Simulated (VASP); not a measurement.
A run of VASP 6.6.1 is set up as follows.

Contents of INCAR:

```
  ALGO = Normal
  EDIFF = 1E-6
  ENCUT = 520
  GGA = PE
  ISIF = 2
  ISMEAR = -1
  LASPH = True
  LCHARG = False
  LREAL = False
  LWAVE = False
  NBANDS = 32
  NELM = 60
  PREC = Accurate
  SIGMA = 0.1322
```

File KPOINTS:

```
k-points
0
Gamma
  8 8 5
```

File POSCAR:

```
CsCaF4
1.0
    4.4506381649      0.0000000000      0.0000000000
    0.0000000000      4.4506381649      0.0000000000
    0.0000000000      0.0000000000      6.8305170911
Cs Ca F
1 1 4
Direct
    0.5000000000      0.5000000000      0.5000000000
    0.0000000000      0.0000000000      0.0000000000
    0.5000000000      0.0000000000      0.0000000000
    0.0000000000      0.5000000000      0.0000000000
    0.0000000000      0.0000000000      0.3309232578
    0.0000000000      0.0000000000      0.6690767422
```

Potentials or basis: VASP PAW PBE potentials, release 64 (Cs_sv, Ca_sv, F).

Command:

```sh
$ cat potpaw_PBE.64/Cs_sv/POTCAR potpaw_PBE.64/Ca_sv/POTCAR potpaw_PBE.64/F/POTCAR > POTCAR
$ mpirun -np 1 vasp_std > vasp.out
```

(1) Estimate the largest force.

(2) Predict the pressure.

## Answers

(1) 0.037 eV/Å.

(2) 0.1 GPa.

Caveat: an odd number of electrons without spin polarisation forces a metal; a magnetic or distorted state may lie lower.
